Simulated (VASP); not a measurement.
# Se (P3_121) in VASP: single point with HSE06

Aim: the single point of Se with HSE06.

Program: VASP 6.6.1. These are calculated values, not measurements. Logs are shortened: lines on timing, memory, paths and dates and some standing lists are left out, and cuts for length are marked.

## 1. The cell of the first run

It takes space group P3_121 (No. 152, trigonal). The conventional cell has a = 4.517 Å, b = 4.517 Å, c = 5.046 Å, α = 90.00°, β = 90.00°, γ = 120.00°. Within 3.2 Å of Se (site symmetry 2) lie 2 Se at 2.40 Å.

## 2. Single point, HSE06

POSCAR reads:

```
Se
1.0
    4.5168651526      0.0000000000      0.0000000000
   -2.2584325763      3.9117199676      0.0000000000
    0.0000000000      0.0000000000      5.0460464583
Se
3
Direct
    0.2190485750      0.0000000000      0.3333333333
    0.0000000000      0.2190485750      0.6666666667
    0.7809514250      0.7809514250      0.0000000000
```

INCAR.step1 reads:

```
SYSTEM = Se
PREC = Accurate
ENCUT = 520
EDIFF = 1E-5
ISMEAR = -1
SIGMA = 0.01
LREAL = .FALSE.
LASPH = .TRUE.
NELM = 80
ALGO = Normal
ISIF = 2
LWAVE = .TRUE.
NBANDS = 16
GGA = PE
```

INCAR.step2 reads:

```
SYSTEM = Se
PREC = Accurate
ENCUT = 520
EDIFF = 1E-7
ISMEAR = -1
SIGMA = 0.01
LREAL = .FALSE.
LASPH = .TRUE.
NELM = 80
ALGO = Normal
ISIF = 2
LWAVE = .FALSE.
LCHARG = .TRUE.
GGA = PE
LHFCALC = .TRUE.
HFSCREEN = 0.2079
PRECFOCK = Normal
LELF = .TRUE.
LVHAR = .TRUE.
NBANDS = 16
ISTART = 1
```

KPOINTS reads:

```
regular mesh
0
G
  5 5 4
  0 0 0
```

Potentials or basis: VASP PAW PBE potentials, release 64 (Se).

Run with:

```console
> cat potpaw_PBE.64/Se/POTCAR > POTCAR
> cp INCAR.step1 INCAR
> mpirun -np 1 vasp_std > vasp.out
> cp INCAR.step2 INCAR
> mpirun -np 1 vasp_std > vasp.out
```

OUTCAR:

```text
SYSTEM = Se
   PREC = Accurate
   ENCUT = 520
   EDIFF = 1E-7
   ISMEAR = -1
   LREAL = .FALSE.
   LASPH = .TRUE.
   NELM = 80
   ISIF = 2
   GGA = PE
   LHFCALC = .TRUE.
   HFSCREEN = 0.2079
   PRECFOCK = Normal
   ISTART = 1

 ion  position               nearest neighbor table
   1  0.219  0.000  0.333-   3 2.40   2 2.40
   2  0.000  0.219  0.667-   3 2.40   1 2.40
   3  0.781  0.781  0.000-   2 2.40   1 2.40

  LATTYP: Found a hexagonal cell.
 ALAT       =     4.5168651526
 C/A-ratio  =     1.1171567642

  Lattice vectors:

 A1 = (   4.5168651526,   0.0000000000,   0.0000000000)
 A2 = (  -2.2584325763,   3.9117199676,   0.0000000000)
 A3 = (   0.0000000000,   0.0000000000,   5.0460464583)

Analysis of symmetry for initial positions (statically):
=====================================================================
 Subroutine PRICEL returns:
 Original cell was already a primitive cell.

 Routine SETGRP: Setting up the symmetry group for a
 hexagonal supercell.

 Subroutine GETGRP returns: Found  6 space group operations
 (whereof  2 operations were pure point group operations)
 out of a pool of 24 trial point group operations.

The static configuration has the point symmetry C_2 .
 The point group associated with its full space group is D_3 .

Analysis of symmetry for dynamics (positions and initial velocities):
=====================================================================
 Subroutine PRICEL returns:
 Original cell was already a primitive cell.

 Routine SETGRP: Setting up the symmetry group for a
 hexagonal supercell.

 Subroutine GETGRP returns: Found  6 space group operations
 (whereof  2 operations were pure point group operations)
 out of a pool of 24 trial point group operations.

The dynamic configuration has the point symmetry C_2 .
 The point group associated with its full space group is D_3 .

 Subroutine INISYM returns: Found  6 space group operations
 (whereof  2 operations are pure point group operations),
 and found     1 'primitive' translations

----------------------------------------------------------------------------------------
[... 89 lines left out ...]
   EDIFFG = 0.1E-05   stopping-criterion for IOM
   NSW    =      0    number of steps for IOM
   IBRION =     -1    ionic relax: 0-MD 1-quasi-New 2-CG
   NFREE  =      0    steps in history (QN), initial steepest desc. (CG)
   ISIF   =      2    stress and relaxation
   ISYM   =      3    0-nonsym 1-usesym 2-fastsym
   POTIM  = 0.5000    time-step for ionic-motion
   TEBEG  =    0.0;   TEEND  =   0.0 temperature during run
   PSTRESS=    0.0 pullay stress
   NELECT =      18.0000    total number of electrons
   NUPDOWN=      -1.0000    fix difference up-down
   EMIN   =  10.00;   EMAX   =-10.00  energy-range for DOS
   EFERMI =   0.00;   METHOD = LEGACY
   ISMEAR =    -1;   SIGMA  =   0.01  broadening in eV -4-tet -1-fermi 0-gaus
   EFERMI_NEDOS =   21; number of points for ismear=-14 and -15
   IALGO  =     38    algorithm
   IMIX   =      1    mixing-type and parameters
     AMIX     =   0.40;   BMIX     =  1.00
     AMIX_MAG =   1.60;   BMIX_MAG =  1.00
  volume/ion in A,a.u.               =      29.72       200.55
  Fermi-wavevector in a.u.,A,eV,Ry     =   0.960389  1.814871 12.549280  0.922346
  Thomas-Fermi vector in A             =   2.089668
   LORBIT       =      0    0 simple, 1 ext, 2 COOP (PROOUT), +10 PAW based schemes
   GGA     = PE    functional components
   LHFCALC =     T    Hartree Fock is set to
   PRECFOCK=normal    Normal, Fast or Accurate (Low or Medium for compatibility)
   ENCUT4O =  -1.0   cutoff for four orbital integrals eV
   NKREDX  =     1    reduce k-point grid by
   NKREDY  =     1    reduce k-point grid by
   NKREDZ  =     1    reduce k-point grid by
   AEXX    =    0.2500 exact exchange contribution
   HFSCREEN=    0.2079 screening length (either q_TF or 0.3 A-1)
   HFSCREENC=   0.2079 screening length for correlation (either q_TF or 0.3 A-1)
   ENCUTFOCK=  -1.0 apply spherical cutoff to Coloumb kernel
   IVDW    =     0    specifies the selected vdW correction
   LEPSILON=     F    determine dielectric tensor
   LRPA    =     F    only Hartree local field effects (RPA)
 non-spin polarized calculation
  energy-cutoff  :      520.00
  volume of cell :       89.16
 maximum number of plane-waves:      2461
 NGX is ok and might be reduce to    36
  NGX = 28; NGY = 28; NGZ = 30

 number of electron      18.0000001 magnetization

 Free energy of the ion-electron system (eV)
  ---------------------------------------------------
  ext. energy  EPLUGINS =         0.00000000
  ---------------------------------------------------
  free energy    TOTEN  =       -13.23998388 eV

  energy without entropy =      -13.23998388  energy(sigma->0) =      -13.23998388

 E-fermi :   1.4739     XC(G=0):  -7.0551

 val. band max:        1.2638147663   @ k =   0.4000   0.2000   0.5000
 cond. band min:       3.3391361372   @ k =   0.4000   0.2000   0.5000
 fundamental gap:      2.0753213708
 Fermi energy:         1.4739021076

 k-point     1 :       0.0000    0.0000    0.0000
  band No.  band energies     occupation
      1     -15.4954      2.00000
      2     -11.2414      2.00000
      3     -11.2414      2.00000
      4      -2.6114      2.00000
      5      -2.6114      2.00000
      6      -2.3360      2.00000
[... 300 lines left out ...]
      3      -9.9367      2.00000
      4      -4.4835      2.00000
      5      -3.4622      2.00000
      6      -3.3650      2.00000
[... 8 lines left out ...]
     15      10.9510      0.00000
     16      11.1851      0.00000

------------------------ aborting loop because EDIFF is reached ----------------------------------------

  FORCE on cell =-STRESS in cart. coord.  units (eV):
  Direction    XX          YY          ZZ          XY          YZ          ZX
  --------------------------------------------------------------------------------------
  -------------------------------------------------------------------------------------
  Total       -0.7033257     -0.7033257     -1.9735376     -0.0000000      0.0000000      0.0000000
  in kB      -12.6389493    -12.6389493    -35.4649907     -0.0000000      0.0000000      0.0000000
  external PRESSURE =     -20.2476298 kB  Pullay stress =       0.0000000 kB

 VOLUME and BASIS-vectors are now :
 -----------------------------------------------------------------------------
  energy-cutoff  :      520.00
  volume of cell :       89.16
      direct lattice vectors                 reciprocal lattice vectors
     4.516865153  0.000000000  0.000000000     0.221392485  0.127821011  0.000000000
    -2.258432576  3.911719968  0.000000000     0.000000000  0.255642021  0.000000000
     0.000000000  0.000000000  5.046046458     0.000000000  0.000000000  0.198174949

 POSITION                                       TOTAL-FORCE (eV/Angst)
 -----------------------------------------------------------------------------------
      0.98941      0.00000      1.68202        -0.561552      0.000000      0.000000
     -0.49471      0.85686      3.36403         0.280776     -0.486318     -0.000000
      1.76373      3.05486      0.00000         0.280776      0.486318      0.000000
 -----------------------------------------------------------------------------------
    total drift:                                0.000002      0.000002     -0.000000

  FREE ENERGIE OF THE ION-ELECTRON SYSTEM (eV)
  ---------------------------------------------------
  free  energy   TOTEN  =       -13.2399838832 eV

  energy  without entropy=      -13.2399838832  energy(sigma->0) =      -13.23998388
```

OUTCAR.step1:

```text
SYSTEM = Se
   PREC = Accurate
   ENCUT = 520
   EDIFF = 1E-5
   ISMEAR = -1
   LREAL = .FALSE.
   LASPH = .TRUE.
[... 540 lines left out ...]
      0.98941      0.00000      1.68202         0.029443     -0.000000     -0.000000
     -0.49471      0.85686      3.36403        -0.014722      0.025499      0.000000
      1.76373      3.05486      0.00000        -0.014722     -0.025499     -0.000000
 -----------------------------------------------------------------------------------
    total drift:                                0.000000      0.000001     -0.000000

  FREE ENERGIE OF THE ION-ELECTRON SYSTEM (eV)
  ---------------------------------------------------
  free  energy   TOTEN  =       -10.5090984626 eV

  energy  without entropy=      -10.5090984626  energy(sigma->0) =      -10.50909846
```

OSZICAR.step1:

```text
N       E                     dE             d eps       ncg     rms          rms(c)
DAV:   1     0.839996315304E+02    0.84000E+02   -0.71091E+03   544   0.921E+02
DAV:   2    -0.488930180436E+01   -0.88889E+02   -0.83951E+02   744   0.152E+02
DAV:   3    -0.105525640015E+02   -0.56633E+01   -0.56458E+01   640   0.443E+01
DAV:   4    -0.105958139300E+02   -0.43250E-01   -0.43242E-01   720   0.466E+00
DAV:   5    -0.105961388210E+02   -0.32489E-03   -0.32489E-03   648   0.394E-01    0.646E+00
DAV:   6    -0.105319108327E+02    0.64228E-01   -0.37840E-02   624   0.120E+00    0.399E+00
DAV:   7    -0.105094911673E+02    0.22420E-01   -0.77322E-02   632   0.169E+00    0.201E-01
DAV:   8    -0.105089161020E+02    0.57507E-03   -0.91505E-03   632   0.573E-01    0.979E-02
DAV:   9    -0.105090485949E+02   -0.13249E-03   -0.28686E-04   768   0.110E-01    0.319E-02
DAV:  10    -0.105090950605E+02   -0.46466E-04   -0.59715E-05   616   0.510E-02    0.777E-03
DAV:  11    -0.105090984626E+02   -0.34022E-05   -0.83299E-06   584   0.175E-02
   1 F= -.10509098E+02 E0= -.10509098E+02  d E =-.207731E-12
```

Run time: 59 min. Hardware: 1 thread of AMD EPYC 7R13 (Zen 3), shared host; peak memory 0.31 GiB.

What came out:

```yaml
Free_energy: -13.2400 eV
Pressure: -2.0 GPa
Largest_force: 0.562 eV/Å
Band_gap_on_the_k_mesh: 2.08 eV
```

Forces on the atoms (eV/Å):
```
Se  -0.562  0.000  0.000
Se   0.281 -0.486  0.000
Se   0.281  0.486  0.000
```

Caveat: the PAW data sets were made with another functional, which shifts forces and pressure a little.
